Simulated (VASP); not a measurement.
Set up this calculation in VASP 6.6.1, as the native input.

* Task: single point
* Functional: PBE
* Potentials or basis: VASP PAW PBE potentials, release 64 (B, N)
* Cutoff: 520 eV
* k mesh: 9 × 9 × 9
* Occupations: gaussian, width 0.01 eV
* Spin: no spin polarisation
* Dipole correction: no
* Further INCAR settings: ALGO = Normal; EDIFF = 1e-07; NBANDS = 11

The structure of BN (Qingsongite) lies in POSCAR:

```
BN
1.0
    0.0000000000      1.7768584873      1.7768584873
    1.7768584873      0.0000000000      1.7768584873
    1.7768584873      1.7768584873      0.0000000000
B N
1 1
Direct
    0.0000000000      0.0000000000      0.0000000000
    0.2500000000      0.2500000000      0.2500000000
```

These files were run (other wordings do the same):

INCAR

```
SYSTEM = BN
PREC = Accurate ; ENCUT = 520
EDIFF = 1E-7 ; ISMEAR = 0
SIGMA = 0.01 ; LREAL = .FALSE.
LASPH = .TRUE. ; NELM = 100
ALGO = Normal ; ISIF = 2
LWAVE = .FALSE. ; LCHARG = .FALSE.
GGA = PE ; NBANDS = 11
```

KPOINTS

```
regular mesh
0
G
  9 9 9
  0 0 0
```

Potentials or basis: VASP PAW PBE potentials, release 64 (B, N).

Run with:

```console
$ cat potpaw_PBE.64/B/POTCAR potpaw_PBE.64/N/POTCAR > POTCAR
$ mpirun -np 1 vasp_std > vasp.out
```

Results of the run:

```yaml
Pressure: 25.0 GPa
Band_gap_on_the_k_mesh: 4.68 eV, indirect (least direct gap 9.06 eV)
```

Wall time 8.9 s on 1 thread of Intel Xeon 8259CL, with other jobs on the host, peak memory 0.12 GiB.
